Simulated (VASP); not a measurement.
# As (P4/mmm) in VASP: further runs, part 2 of 2

VASP 6.6.1. The steps go on from the part before.

### 3 Single point, r2SCAN (strain +0.000 along x and y, +0.030 along z)

POSCAR reads:

```
As
1.0
    2.7036817444      0.0000000000      0.0000000000
    0.0000000000      2.7036817444      0.0000000000
    0.0000000000      0.0000000000      2.7847921967
As
1
Direct
    0.5000000000      0.5000000000      0.5000000000
```

INCAR.step1 reads:

```
PREC = Accurate ; ENCUT = 520
ISMEAR = 0 ; SIGMA = 0.15
LREAL = False ; LASPH = True
NELM = 100 ; NBANDS = 8
GGA = PE ; ALGO = Normal
EDIFF = 1E-4 ; LWAVE = True
LCHARG = False
```

INCAR.step2 reads:

```
PREC = Accurate ; ENCUT = 520
EDIFF = 1E-6 ; ISMEAR = 0
SIGMA = 0.15 ; LREAL = False
LASPH = True ; NELM = 100
ALGO = Normal ; ISIF = 2
LWAVE = False ; LCHARG = False
METAGGA = R2SCAN ; LMIXTAU = True
NBANDS = 8 ; ISTART = 1
```

KPOINTS reads:

```
regular mesh
0
Gamma
  18 18 18
```

Potentials or basis: VASP PAW PBE potentials, release 64 (As).

Launch:

```bash
$ cat potpaw_PBE.64/As/POTCAR > POTCAR
$ cp INCAR.step1 INCAR
$ mpirun -np 1 vasp_std > vasp.out
$ cp INCAR.step2 INCAR
$ mpirun -np 1 vasp_std > vasp.out
```

OUTCAR:

```text
PREC = Accurate
   ENCUT = 520
   EDIFF = 1E-6
   ISMEAR = 0
   LREAL = False
   LASPH = True
   NELM = 100
   ISIF = 2
   METAGGA = R2SCAN
   ISTART = 1

 ion  position               nearest neighbor table
   1  0.500  0.500  0.500-

  LATTYP: Found a simple tetragonal cell.
 ALAT       =     2.7036817444
 C/A-ratio  =     1.0300000000

  Lattice vectors:

 A1 = (   2.7036817444,   0.0000000000,   0.0000000000)
 A2 = (   0.0000000000,   2.7036817444,   0.0000000000)
 A3 = (   0.0000000000,   0.0000000000,   2.7847921967)

Analysis of symmetry for initial positions (statically):
=====================================================================
 Subroutine PRICEL returns:
 Original cell was already a primitive cell.

 Routine SETGRP: Setting up the symmetry group for a
 simple tetragonal supercell.

 Subroutine GETGRP returns: Found 16 space group operations
 (whereof 16 operations were pure point group operations)
 out of a pool of 16 trial point group operations.

The static configuration has the point symmetry D_4h.

Analysis of symmetry for dynamics (positions and initial velocities):
=====================================================================
 Subroutine PRICEL returns:
 Original cell was already a primitive cell.

 Routine SETGRP: Setting up the symmetry group for a
 simple tetragonal supercell.

 Subroutine GETGRP returns: Found 16 space group operations
 (whereof 16 operations were pure point group operations)
 out of a pool of 16 trial point group operations.

The dynamic configuration has the point symmetry D_4h.

 Subroutine INISYM returns: Found 16 space group operations
 (whereof 16 operations are pure point group operations),
 and found     1 'primitive' translations

----------------------------------------------------------------------------------------

                                     Primitive cell

[... 103 lines left out ...]
   ISMEAR =     0;   SIGMA  =   0.15  broadening in eV -4-tet -1-fermi 0-gaus
   EFERMI_NEDOS =   21; number of points for ismear=-14 and -15
   IALGO  =     38    algorithm
   IMIX   =      4    mixing-type and parameters
     AMIX     =   0.40;   BMIX     =  1.00
     AMIX_MAG =   1.60;   BMIX_MAG =  1.00
  volume/ion in A,a.u.               =      20.36       137.37
  Fermi-wavevector in a.u.,A,eV,Ry     =   1.025251  1.937443 14.301622  1.051140
  Thomas-Fermi vector in A             =   2.159081
   LORBIT       =      0    0 simple, 1 ext, 2 COOP (PROOUT), +10 PAW based schemes
   METAGGA = R2SCAN    functional components
   LHFCALC =     F    Hartree Fock is set to
   AEXX    =    0.0000 exact exchange contribution
   IVDW    =     0    specifies the selected vdW correction
   LEPSILON=     F    determine dielectric tensor
   LRPA    =     F    only Hartree local field effects (RPA)
 non-spin polarized calculation
 Gauss-broadening in eV      SIGMA  =   0.15
  energy-cutoff  :      520.00
  volume of cell :       20.36
 maximum number of plane-waves:       568
   NGX = 11   NGY = 11   NGZ = 11

 number of electron       5.0000001 magnetization

 Free energy of the ion-electron system (eV)
  ---------------------------------------------------
  ext. energy  EPLUGINS =         0.00000000
  ---------------------------------------------------
  free energy    TOTEN  =       -14.54519542 eV

  energy without entropy =      -14.54027224  energy(sigma->0) =      -14.54273383

 E-fermi :   5.4868     XC(G=0): -10.7872

 val. band max:        5.4789964966   @ k =   0.2778   0.2222   0.2222
 cond. band min:       5.4932293097   @ k =   0.2778   0.2778   0.5000
 fundamental gap:      0.0142328131
 Fermi energy:         5.4867880057

 k-point     1 :       0.0000    0.0000    0.0000
  band No.  band energies     occupation
      1      -9.9697      2.00000
      2       9.0004      0.00000
      3      10.0299      0.00000
      4      10.0299      0.00000
      5      14.0148      0.00000
      6      14.5568      0.00000
      7      16.9054      0.00000
      8      30.7968      0.00000
[... 243 lines left out ...]
 k-point    24 :       0.3333    0.1111    0.0000
  band No.  band energies     occupation
      1      -7.7119      2.00000
      2       1.1128      2.00000
      3       9.3294      0.00000
      4      10.8438      0.00000
      5      16.5531      0.00000
      6      18.7830      0.00000
      7      21.1600      0.00000
      8      22.1417      0.00000

 [... further k-points ...]
[... 5 lines left out ...]
  --------------------------------------------------------------------------------------
  -------------------------------------------------------------------------------------
  Total       -0.1058409     -0.1058409     -0.5858149      0.0000000      0.0000000      0.0000000
  in kB       -8.3302916     -8.3302916    -46.1070247      0.0000000      0.0000000      0.0000000
  external PRESSURE =     -20.9225360 kB  Pullay stress =       0.0000000 kB

 VOLUME and BASIS-vectors are now :
 -----------------------------------------------------------------------------
  energy-cutoff  :      520.00
  volume of cell :       20.36
      direct lattice vectors                 reciprocal lattice vectors
     2.703681744  0.000000000  0.000000000     0.369866018  0.000000000  0.000000000
     0.000000000  2.703681744  0.000000000     0.000000000  0.369866018  0.000000000
     0.000000000  0.000000000  2.784792197     0.000000000  0.000000000  0.359093221

 POSITION                                       TOTAL-FORCE (eV/Angst)
 -----------------------------------------------------------------------------------
      1.35184      1.35184      1.39240         0.000000      0.000000      0.000000
 -----------------------------------------------------------------------------------
    total drift:                               -0.000000      0.000000      0.000000

  FREE ENERGIE OF THE ION-ELECTRON SYSTEM (eV)
  ---------------------------------------------------
  free  energy   TOTEN  =       -14.5451954168 eV

  energy  without entropy=      -14.5402722433  energy(sigma->0) =      -14.54273383
```

OUTCAR.step1:

```text
PREC = Accurate
   ENCUT = 520
   ISMEAR = 0
   LREAL = False
   LASPH = True
   NELM = 100
[... 479 lines left out ...]

 POSITION                                       TOTAL-FORCE (eV/Angst)
 -----------------------------------------------------------------------------------
      1.35184      1.35184      1.39240         0.000000      0.000000      0.000000
 -----------------------------------------------------------------------------------
    total drift:                                0.000000      0.000000     -0.000000

  FREE ENERGIE OF THE ION-ELECTRON SYSTEM (eV)
  ---------------------------------------------------
  free  energy   TOTEN  =        -4.5559143409 eV

  energy  without entropy=       -4.5511132537  energy(sigma->0) =       -4.55351380
```

Run time: 4.1 min. Hardware: 1 thread of AMD EPYC 7R13, shared host; peak memory 0.17 GiB.

What came out:

```yaml
Free_energy: -14.5452 eV
Pressure: -2.1 GPa
Band_gap_on_the_k_mesh: zero (an odd number of electrons rules out a gap without spin polarisation)
```

Levels at points of the mesh, in eV from the Fermi level:
```tsv
k point	band 1	band 2	band 3	band 4	band 5	band 6	band 7	band 8
(0.00, 0.00, 0.00)	-15.46	3.51	4.54	4.54	8.53	9.07	11.42	25.31
(0.50, 0.00, 0.00)	-12.13	-7.07	5.95	6.97	11.44	14.58	14.63	15.53
(0.50, 0.50, 0.00)	-8.59	-4.36	-4.36	3.05	8.28	16.69	17.39	17.39
(0.00, 0.00, 0.50)	-12.60	-6.99	6.62	6.62	11.44	15.23	15.56	15.64
(0.50, 0.00, 0.50)	-9.11	-4.70	-4.21	2.97	8.94	17.01	18.05	18.46
(0.50, 0.50, 0.50)	-5.19	-2.19	-2.19	-1.64	6.19	6.51	6.51	10.36
```

Caveat: the cell differs from its parent crystal (strain +0.000 along x and y, +0.030 along z); the PAW data sets were made with another functional, which shifts forces and pressure a little.
